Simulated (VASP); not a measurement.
Set up this calculation in VASP 6.6.1, as the native input.

```yaml
Task: single point
Functional: PBE
Potentials_or_basis: VASP PAW PBE potentials, release 64 (W_sv, Se)
Cutoff: 520 eV
k_mesh: 12 × 12 × 2
Occupations: gaussian, width 0.02 eV
Spin: no spin polarisation
Dipole_correction: no
Further_INCAR_settings: ALGO = Normal; EDIFF = 1e-06; NBANDS = 35
```

The structure of WSe2 lies in POSCAR:

```
WSe2
1.0
    3.3126841870      0.0000000000      0.0000000000
   -1.6563420935      2.8688686607      0.0000000000
    0.0000000000      0.0000000000     15.1942653259
W Se
2 4
Direct
    0.6666666667      0.3333333333      0.7500000000
    0.3333333333      0.6666666667      0.2500000000
    0.3333333333      0.6666666667      0.8615430793
    0.6666666667      0.3333333333      0.3615430793
    0.3333333333      0.6666666667      0.6384569207
    0.6666666667      0.3333333333      0.1384569207
```

This cell differs from its parent crystal: uniaxial strain along c: +1.0 %.

The input as run:

INCAR

```
PREC     = Accurate       # precision mode
ENCUT    = 520            # plane-wave cutoff, eV
EDIFF    = 1E-6           # SCF threshold, eV
ISMEAR   = 0              # smearing method
SIGMA    = 0.02           # smearing width, eV
LREAL    = F              # projectors in reciprocal space
LASPH    = T              # aspherical terms in the spheres
NELM     = 100            # most SCF steps
ALGO     = Normal         # electronic algorithm
ISIF     = 2              # what is computed and relaxed
LWAVE    = F              # write WAVECAR
LCHARG   = F              # write CHGCAR
GGA      = PE             # functional
NBANDS   = 35             # bands
```

KPOINTS

```
Automatic mesh
0
Gamma
  12 12 2
```

Potentials or basis: VASP PAW PBE potentials, release 64 (W_sv, Se).

Run with:

```bash
$ cat potpaw_PBE.64/W_sv/POTCAR potpaw_PBE.64/Se/POTCAR > POTCAR
$ mpirun -np 1 vasp_std > vasp.out
```

It gave:

| Item | Value |
| --- | --- |
| Pressure | -0.4 GPa |
| Largest force | 0.184 eV/Å |
| Band gap on the k mesh | 1.40 eV (least direct gap 1.58 eV) |

Caveat: the cell differs from its parent crystal (uniaxial strain along c: +1.0 %); spin-orbit coupling is left out, which moves the levels of the heavy elements; this functional lacks dispersion, which binds layers or chains, so the pressure and a relaxed spacing across them are unreliable.

Wall time 7.3 min on 1 thread of AMD EPYC 7R13, on a shared host, peak memory 0.37 GiB.
